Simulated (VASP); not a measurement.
Input of a VASP 6.6.1 run:

The input INCAR:

```
SYSTEM = HfZn
PREC = Accurate
ENCUT = 520
EDIFF = 1E-6
ISMEAR = 0
SIGMA = 0.15
LREAL = .False.
LASPH = .True.
NELM = 60
ALGO = Fast
ISIF = 2
LWAVE = .False.
LCHARG = .True.
LELF = .True.
LVHAR = .True.
NBANDS = 18
```

File KPOINTS:

```
regular mesh
0
Gamma
  14 14 14
  0 0 0
```

POSCAR

```
HfZn
1.0
    3.2751048400      0.0000000000      0.0000000000
    0.0000000000      3.2751048400      0.0000000000
    0.0000000000      0.0000000000      3.2751048400
Hf Zn
1 1
Direct
    0.4541999394      0.5000000000      0.5000000000
    0.0000000000      0.0000000000      0.0000000000
```

Potentials or basis: VASP PAW LDA potentials, release 64 (Hf_pv, Zn).

Launch:

```console
$ cat potpaw_LDA.64/Hf_pv/POTCAR potpaw_LDA.64/Zn/POTCAR > POTCAR
$ mpirun -np 1 vasp_std > vasp.out
```

Task: Predict the largest force.

Result: 0.638 eV/Å.

Task: Estimate the pressure.

Result: -5.2 GPa.

Task: Predict the band gap on the k mesh.

Result: Zero (bands 11 and 12 overlap by 0.72 eV).

Stress tensor (GPa, compression positive):
```
-5.62  0.00  0.00
 0.00 -5.05  0.00
 0.00  0.00 -5.05
```

Caveat: the cell differs from its parent crystal (all Hf atoms moved +0.150 Å, as atom 1 towards its neighbour atom 1 (Hf) at 3.275 Å); the cell stands under tension; spin-orbit coupling is left out, which moves the levels of the heavy elements.
